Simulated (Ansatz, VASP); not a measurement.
KF: VASP beside Ansatz

Contents of INCAR:

```
PREC = Accurate
ENCUT = 520
EDIFF = 1E-7
ISMEAR = -1
SIGMA = 0.02
LREAL = False
LASPH = True
NELM = 60
ALGO = Normal
ISIF = 2
LWAVE = False
LCHARG = False
GGA = PE
NBANDS = 15
```

The input KPOINTS:

```
regular mesh
0
Gamma
  8 8 8
```

POSCAR

```
KF
1.0
    3.1788706815     -0.0267025137      0.0000000000
   -0.0267025137      3.1788706815      0.0000000000
    0.0000000000      0.0000000000      3.1788706815
K F
1 1
Direct
    0.0000000000      0.0000000000      0.0000000000
    0.5000000000      0.5000000000      0.5000000000
```

Input for Ansatz:

```yaml
crystal:
  lattice:
    - [3.1788706815, -0.0267025137, 0.0]
    - [-0.0267025137, 3.1788706815, 0.0]
    - [0.0, 0.0, 3.1788706815]
  atoms:
    - { symbol: K, position: [0.0, 0.0, 0.0] }
    - { symbol: F, position: [0.5, 0.5, 0.5] }
kpoints:
  mp_grid: { grid: [8, 8, 8] }
  band_path:
    path: [[0.0, 0.0, 0.0], [0.0, 0.5, 0.0], [0.5, 0.5, 0.0], [0.5, 0.5, 0.5]]
    npoints: 1
hamiltonian:
  xc: pbe
scf:
  occupations: { method: fermi_dirac, width: 0.02 }
  n_extra_bands: 4
output:
  forces: true
  stress: true
  eigenvalues: true
```

Change from the starting cell: shear_xy strain -1.7%.

Alike in both runs: task single point; functional PBE; k mesh 8 × 8 × 8; occupations fermi-dirac, width 0.02 eV; no spin polarisation.

|  | VASP | Ansatz |
| --- | --- | --- |
| version | VASP 6.6.1 | Ansatz 0.2.0 |
| potentials or method | VASP PAW PBE potentials, release 64 (K_sv, F) | plane waves, PAW |
| plane-wave cutoff (eV) | 520 | 420 |
| valence electrons in the cell | 16 | 16 |

```csv
,VASP,Ansatz,Ansatz less VASP
gap on the k mesh at the Fermi level (eV),6.80,6.82,+0.019
pressure (GPa),3.0,3.0,-0.06
"traceless stress, the component that is largest in VASP (GPa)",0.20,0.19,-0.014
```
